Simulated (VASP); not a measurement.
# Mo in VASP: single point with PBE+D3(BJ)

Aim: the single point of Mo with PBE+D3(BJ).

All numbers are computed with VASP 6.6.1; they aren't measurements. Logs are shortened: lines on timing, memory, paths and dates and some standing lists are left out, and cuts for length are marked.

## 1. The cell of the first run

The cell holds a slab with vacuum, 20 atoms: a = 6.260 Å, b = 6.260 Å, c = 23.260 Å, α = 90.00°, β = 90.00°, γ = 90.00°.

## 2. Single point, PBE+D3(BJ)

Contents of INCAR:

```
SYSTEM = Mo
PREC     = Accurate       ! precision mode
ENCUT    = 520            ! plane-wave cutoff, eV
EDIFF    = 1E-7           ! SCF threshold, eV
ISMEAR   = 0              ! smearing method
SIGMA    = 0.1            ! smearing width, eV
LREAL    = Auto         
LASPH    = .True.         ! aspherical terms in the spheres
NELM     = 80             ! most SCF steps
ALGO     = Fast           ! electronic algorithm
ISIF     = 2              ! what is computed and relaxed
LWAVE    = .False.        ! write WAVECAR
LCHARG   = .False.        ! write CHGCAR
LDIPOL   = .True.       
IDIPOL   = 3            
DIPOL    = 0.5 0.5 0.499
GGA      = PE             ! functional
IVDW     = 12             ! dispersion correction
NBANDS   = 156            ! bands
```

Contents of KPOINTS:

```
regular mesh
0
Gamma
  5 5 1
  0 0 0
```

Contents of POSCAR:

```
Mo
1.0
    6.2604336858      0.0000000000      0.0000000000
    0.0000000000      6.2604336858      0.0000000000
    0.0000000000      0.0000000000     23.2604336858
Mo
20
Direct
    0.2500000000      0.7500000000      0.3654274084
    0.2500000000      0.2500000000      0.3654274084
    0.7500000000      0.7500000000      0.3654274084
    0.7500000000      0.2500000000      0.3654274084
    0.5000000000      0.5000000000      0.4327137042
    0.5000000000      0.0000000000      0.4327137042
    0.0000000000      0.5000000000      0.4327137042
    0.0000000000      0.0000000000      0.4327137042
    0.7500000000      0.2500000000      0.4986883700
    0.7500000000      0.7500000000      0.4986883700
    0.2500000000      0.2500000000      0.4986883700
    0.2500000000      0.7500000000      0.4986883700
    0.0000000000      0.0000000000      0.5687687344
    0.0000000000      0.5000000000      0.5687687344
    0.5000000000      0.0000000000      0.5687687344
    0.5000000000      0.5000000000      0.5687687344
    0.2500000000      0.7500000000      0.6281409604
    0.2500000000      0.2500000000      0.6281409604
    0.7500000000      0.7500000000      0.6281409604
    0.7500000000      0.2500000000      0.6281409604
```

Potentials or basis: VASP PAW PBE potentials, release 64 (Mo_sv).

The run is started by

```
$ cat potpaw_PBE.64/Mo_sv/POTCAR > POTCAR
$ mpirun -np 1 vasp_std > vasp.out
```

OUTCAR:

```text
SYSTEM = Mo
   PREC = Accurate
   ENCUT = 520
   EDIFF = 1E-7
   ISMEAR = 0
   LREAL = Auto
   LASPH = .True.
   NELM = 80
   ISIF = 2
   GGA = PE
   IVDW = 12
 IVDW          = 12

 ion  position               nearest neighbor table
   1  0.250  0.750  0.365-   5 2.71   6 2.71   7 2.71   8 2.71  12 3.10   3 3.13   2 3.13   2 3.13
                             3 3.13
   2  0.250  0.250  0.365-   5 2.71   6 2.71   7 2.71   8 2.71  11 3.10   4 3.13   1 3.13   1 3.13
                             4 3.13
   3  0.750  0.750  0.365-   5 2.71   6 2.71   7 2.71   8 2.71  10 3.10   4 3.13   1 3.13   4 3.13
                             1 3.13
   4  0.750  0.250  0.365-   5 2.71   6 2.71   7 2.71   8 2.71   9 3.10   3 3.13   2 3.13   3 3.13
                             2 3.13
   5  0.500  0.500  0.433-   9 2.69  10 2.69  11 2.69  12 2.69   1 2.71   2 2.71   3 2.71   4 2.71
                             6 3.13   7 3.13   6 3.13   7 3.13  16 3.16
   6  0.500  0.000  0.433-   9 2.69  10 2.69  11 2.69  12 2.69   1 2.71   2 2.71   3 2.71   4 2.71
                             5 3.13   8 3.13   5 3.13   8 3.13  15 3.16
   7  0.000  0.500  0.433-   9 2.69  10 2.69  11 2.69  12 2.69   1 2.71   2 2.71   3 2.71   4 2.71
                             5 3.13   8 3.13   8 3.13   5 3.13  14 3.16
   8  0.000  0.000  0.433-   9 2.69  10 2.69  11 2.69  12 2.69   1 2.71   2 2.71   3 2.71   4 2.71
                             6 3.13   7 3.13   7 3.13   6 3.13  13 3.16
   9  0.750  0.250  0.499-   5 2.69   6 2.69   7 2.69   8 2.69  13 2.75  14 2.75  15 2.75  16 2.75
[... 30 lines left out ...]
 A1 = (   6.2604336858,   0.0000000000,   0.0000000000)
 A2 = (   0.0000000000,   6.2604336858,   0.0000000000)
 A3 = (   0.0000000000,   0.0000000000,  23.2604336858)

Analysis of symmetry for initial positions (statically):
=====================================================================
 Subroutine PRICEL returns following result:

  LATTYP: Found a simple tetragonal cell.
 ALAT       =     3.1302168429
 C/A-ratio  =     7.4309336551

  Lattice vectors:

 A1 = (   3.1302168429,   0.0000000000,   0.0000000000)
 A2 = (   0.0000000000,   3.1302168429,   0.0000000000)
 A3 = (   0.0000000000,   0.0000000000,  23.2604336858)

   4 primitive cells build up your supercell.

 Routine SETGRP: Setting up the symmetry group for a
 simple tetragonal supercell.

 Subroutine GETGRP returns: Found  8 space group operations
 (whereof  8 operations were pure point group operations)
 out of a pool of 16 trial point group operations.

The static configuration has the point symmetry C_4v.

Analysis of symmetry for dynamics (positions and initial velocities):
=====================================================================
 Subroutine PRICEL returns following result:

  LATTYP: Found a simple tetragonal cell.
 ALAT       =     3.1302168429
 C/A-ratio  =     7.4309336551

  Lattice vectors:

 A1 = (   3.1302168429,   0.0000000000,   0.0000000000)
 A2 = (   0.0000000000,   3.1302168429,   0.0000000000)
 A3 = (   0.0000000000,   0.0000000000,  23.2604336858)

   4 primitive cells build up your supercell.

 Routine SETGRP: Setting up the symmetry group for a
 simple tetragonal supercell.

 Subroutine GETGRP returns: Found  8 space group operations
 (whereof  8 operations were pure point group operations)
 out of a pool of 16 trial point group operations.

The dynamic configuration has the point symmetry C_4v.

 Subroutine INISYM returns: Found  8 space group operations
 (whereof  8 operations are pure point group operations),
 and found     4 'primitive' translations

----------------------------------------------------------------------------------------

                                     Primitive cell

  volume of cell :     227.9117

  direct lattice vectors                    reciprocal lattice vectors
     3.130216843  0.000000000  0.000000000     0.319466686  0.000000000  0.000000000
     0.000000000  3.130216843  0.000000000     0.000000000  0.319466686  0.000000000
     0.000000000  0.000000000 23.260433686     0.000000000  0.000000000  0.042991460

  length of vectors
     3.130216843  3.130216843 23.260433686     0.319466686  0.319466686  0.042991460

  position of ions in fractional coordinates (direct lattice)
     0.500000000  0.500000000  0.365427408
     0.000000000  0.000000000  0.432713704
     0.500000000  0.500000000  0.498688370
     0.000000000  0.000000000  0.568768734
     0.500000000  0.500000000  0.628140960

  ion indices of the primitive-cell ions
   primitive index   ion index
                 1           1
                 2           5
                 3          12
                 4          13
                 5          17

----------------------------------------------------------------------------------------

 KPOINTS: regular mesh

Automatic generation of k-mesh.
 Grid dimensions read from file:
 generate k-points for:    5    5    1

 Generating k-lattice:

  Cartesian coordinates                     Fractional coordinates (reciprocal lattice)
     0.031946669  0.000000000  0.000000000     0.200000000  0.000000000  0.000000000
     0.000000000  0.031946669  0.000000000     0.000000000  0.200000000  0.000000000
     0.000000000  0.000000000  0.042991460     0.000000000  0.000000000  1.000000000

  Length of vectors
     0.031946669  0.031946669  0.042991460

  Shift w.r.t. Gamma in fractional coordinates (k-lattice)
     0.000000000  0.000000000  0.000000000

 Subroutine IBZKPT returns following result:
 ===========================================

 Found      6 irreducible k-points:

 Following reciprocal coordinates:
            Coordinates               Weight
  0.000000  0.000000  0.000000      1.000000
  0.200000  0.000000  0.000000      4.000000
  0.400000  0.000000  0.000000      4.000000
  0.200000  0.200000  0.000000      4.000000
  0.400000  0.200000  0.000000      8.000000
  0.400000  0.400000  0.000000      4.000000
   k-points           NKPTS =      6   k-points in BZ     NKDIM =      6   number of bands    NBANDS=    156
   number of dos      NEDOS =    301   number of ions     NIONS =     20
   total plane-waves  NPLWV = 414720
   dimension x,y,z NGX =    48 NGY =   48 NGZ =  180
   dimension x,y,z NGXF=    96 NGYF=   96 NGZF=  360
   ions per type =              20
   NGX,Y,Z   is equivalent  to a cutoff of  12.75, 12.75, 12.86 a.u.
   NGXF,Y,Z  is equivalent  to a cutoff of  25.49, 25.49, 25.73 a.u.
 SYSTEM =  Mo
   PREC   = accura    normal or accurate (medium, high low for compatibility)
   ISTART =      0    job   : 0-new  1-cont  2-samecut
   ICHARG =      2    charge: 1-file 2-atom 10-const
   ISPIN  =      1    spin polarized calculation?
   LNONCOLLINEAR =      F non collinear calculations
   LSORBIT =      F    spin-orbit coupling
   LASPH  =      T    aspherical Exc in radial PAW
   ENCUT  =  520.0 eV  38.22 Ry    6.18 a.u.  11.64 11.64 43.25*2*pi/ulx,y,z
   NELM   =     80;   NELMIN=  2; NELMDL= -5     # of ELM steps
   EDIFF  = 0.1E-06   stopping-criterion for ELM
   LREAL  =      T    real-space projection
   EDIFFG = 0.1E-05   stopping-criterion for IOM
   NSW    =      0    number of steps for IOM
   IBRION =     -1    ionic relax: 0-MD 1-quasi-New 2-CG
   NFREE  =      0    steps in history (QN), initial steepest desc. (CG)
   ISIF   =      2    stress and relaxation
   ISYM   =      2    0-nonsym 1-usesym 2-fastsym
   POTIM  = 0.5000    time-step for ionic-motion
   TEBEG  =    0.0;   TEEND  =   0.0 temperature during run
   PSTRESS=    0.0 pullay stress
   NELECT =     280.0000    total number of electrons
   NUPDOWN=      -1.0000    fix difference up-down
   EMIN   =  10.00;   EMAX   =-10.00  energy-range for DOS
   EFERMI =   0.00;   METHOD = LEGACY
   ISMEAR =     0;   SIGMA  =   0.10  broadening in eV -4-tet -1-fermi 0-gaus
   EFERMI_NEDOS =   21; number of points for ismear=-14 and -15
   IALGO  =     68    algorithm
   IMIX   =      4    mixing-type and parameters
     AMIX     =   0.40;   BMIX     =  1.00
     AMIX_MAG =   1.60;   BMIX_MAG =  1.00
  volume/ion in A,a.u.               =      45.58       307.60
  Fermi-wavevector in a.u.,A,eV,Ry     =   1.104550  2.087296 16.599519  1.220030
  Thomas-Fermi vector in A             =   2.241024
   LORBIT       =      0    0 simple, 1 ext, 2 COOP (PROOUT), +10 PAW based schemes
   GGA     = PE    functional components
   LHFCALC =     F    Hartree Fock is set to
   AEXX    =    0.0000 exact exchange contribution
   IVDW    =    12    specifies the selected vdW correction
   LEPSILON=     F    determine dielectric tensor
   LRPA    =     F    only Hartree local field effects (RPA)
 non-spin polarized calculation
 RMM-DIIS sequential band-by-band and
 Gauss-broadening in eV      SIGMA  =   0.10
  energy-cutoff  :      520.00
  volume of cell :      911.65
 maximum number of plane-waves:     24611
 NGX is ok and might be reduce to    48
   NGX = 23   NGY = 23   NGZ = 87

 dipolmoment           0.000000      0.000000      0.067884 electrons x Angstroem

 number of electron     279.9999992 magnetization

 dipolmoment           0.000000      0.000000     -0.033055 electrons x Angstroem

 Free energy of the ion-electron system (eV)
  ---------------------------------------------------
  ext. energy  EPLUGINS =         0.00000000
  ---------------------------------------------------
  free energy    TOTEN  =      -202.13296949 eV

  energy without entropy =     -201.94471615  energy(sigma->0) =     -202.03884282

 E-fermi :   1.7611     XC(G=0):  -5.5454

 val. band max:        1.7427224430   @ k =   0.4000   0.2000   0.0000
 cond. band min:       1.7621134003   @ k =   0.2000   0.0000   0.0000
 fundamental gap:      0.0193909573
 Fermi energy:         1.7611119592

 k-point     1 :       0.0000    0.0000    0.0000
  band No.  band energies     occupation
      1     -59.4435      2.00000
      2     -59.3107      2.00000
      3     -59.3107      2.00000
      4     -59.2875      2.00000
      5     -59.2131      2.00000
      6     -59.1319      2.00000
[... 919 lines left out ...]
    151       2.6349      0.00000
    152       2.8458      0.00000
 [bands above 152 left out]

------------------------ aborting loop because EDIFF is reached ----------------------------------------

 vacuum level on the upper side and lower side of the slab       (xc-potential included)        -0.112         0.025

 Edisp (eV)  -10.15510

 E8    (eV) :    -4.9836

  FORCE on cell =-STRESS in cart. coord.  units (eV):
  Direction    XX          YY          ZZ          XY          YZ          ZX
  --------------------------------------------------------------------------------------
  -------------------------------------------------------------------------------------
  Total     -18.71564   -18.71564    -5.28256     0.00000     0.00000     0.00000
  in kB     -32.89188   -32.89188    -9.28385     0.00000     0.00000     0.00000
  external pressure =      -25.02 kB  Pullay stress =        0.00 kB

 VOLUME and BASIS-vectors are now :
 -----------------------------------------------------------------------------
  energy-cutoff  :      520.00
  volume of cell :      911.65
      direct lattice vectors                 reciprocal lattice vectors
     6.260433686  0.000000000  0.000000000     0.159733343  0.000000000  0.000000000
     0.000000000  6.260433686  0.000000000     0.000000000  0.159733343  0.000000000
     0.000000000  0.000000000 23.260433686     0.000000000  0.000000000  0.042991460

 POSITION                                       TOTAL-FORCE (eV/Angst)
 -----------------------------------------------------------------------------------
      1.56511      4.69533      8.50000         0.000000     -0.000000      0.913275
      1.56511      1.56511      8.50000        -0.000000      0.000000      0.913275
      4.69533      4.69533      8.50000        -0.000000     -0.000000      0.913275
      4.69533      1.56511      8.50000        -0.000000      0.000000      0.913275
      3.13022      3.13022     10.06511         0.000000     -0.000000     -0.952600
      3.13022      0.00000     10.06511         0.000000     -0.000000     -0.952600
[... 12 lines left out ...]
      4.69533      4.69533     14.61083        -0.000000      0.000000      0.040133
      4.69533      1.56511     14.61083        -0.000000     -0.000000      0.040133
 -----------------------------------------------------------------------------------
    total drift:                                0.000000     -0.000000     -0.012215

  FREE ENERGIE OF THE ION-ELECTRON SYSTEM (eV)
  ---------------------------------------------------
  free  energy   TOTEN  =      -212.2880686726 eV

  energy  without entropy=     -212.0998153349  energy(sigma->0) =     -212.19394200

 vacuum level on the upper side and lower side of the slab         5.618         5.758
```

Wall time 1.5 h (1 thread of Oxide Virtual Turin-like, shared host); peak memory 1.1 GiB.

Results:

```
Free energy                : -212.2881 eV
Largest force              : 0.953 eV/Å
Band gap on the k mesh     : zero (bands 140 and 141 overlap by 0.23 eV)
Dispersion energy per atom : -0.508 eV
```

Forces on the atoms (eV/Å):
```
Mo   0.000  0.000  0.913
Mo   0.000  0.000  0.913
Mo   0.000  0.000  0.913
Mo   0.000  0.000  0.913
Mo   0.000  0.000 -0.953
Mo   0.000  0.000 -0.953
Mo   0.000  0.000 -0.953
Mo   0.000  0.000 -0.953
Mo   0.000  0.000  0.006
Mo   0.000  0.000  0.006
Mo   0.000  0.000  0.006
Mo   0.000  0.000  0.006
Mo   0.000  0.000 -0.006
Mo   0.000  0.000 -0.006
Mo   0.000  0.000 -0.006
Mo   0.000  0.000 -0.006
Mo   0.000  0.000  0.040
Mo   0.000  0.000  0.040
Mo   0.000  0.000  0.040
Mo   0.000  0.000  0.040
```
